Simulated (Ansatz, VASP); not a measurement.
One calculation of Pt3PbC, two programs

```
Pb Pt C
1.0
     4.43332    0.00000    0.00000
     0.00000    4.43332    0.00000
     0.00000    0.00000    4.43332
Pb Pt C
1 3 1
Direct
  0.00000 0.00000 0.00000
  0.50000 0.00000 0.50000
  0.50000 0.50000 0.00000
  0.00000 0.50000 0.50000
  0.50000 0.50000 0.50000
```

Alike in both runs: task single point; functional PBE; k mesh 6 × 6 × 6; occupations fermi-dirac, width 0.05 eV; no spin polarisation.

|  | VASP | Ansatz |
| --- | --- | --- |
| version | VASP 6.6.1 | Ansatz 0.2.0 |
| potentials or method | VASP PAW PBE potentials, release 64 (Pb_d, Pt, C) | Ansatz PAW |
| plane-wave cutoff (eV) | 520 | 420 |
| valence electrons in the cell | 48 | 72 |

```csv
,VASP,Ansatz,Ansatz less VASP
gap on the k mesh at the Fermi level (eV),none,none,-
pressure (GPa),-8.9,-8.8,+0.13
```

A gap of «none» marks a metal or a gap that the smearing closes. With one functional, cell and mesh, what is left measures potentials, basis and numerics. VASP's potentials hold 48 valence electrons a cell and Ansatz's 72, so a difference there can come from the potentials and not from the codes.

Spin-orbit coupling is off throughout.
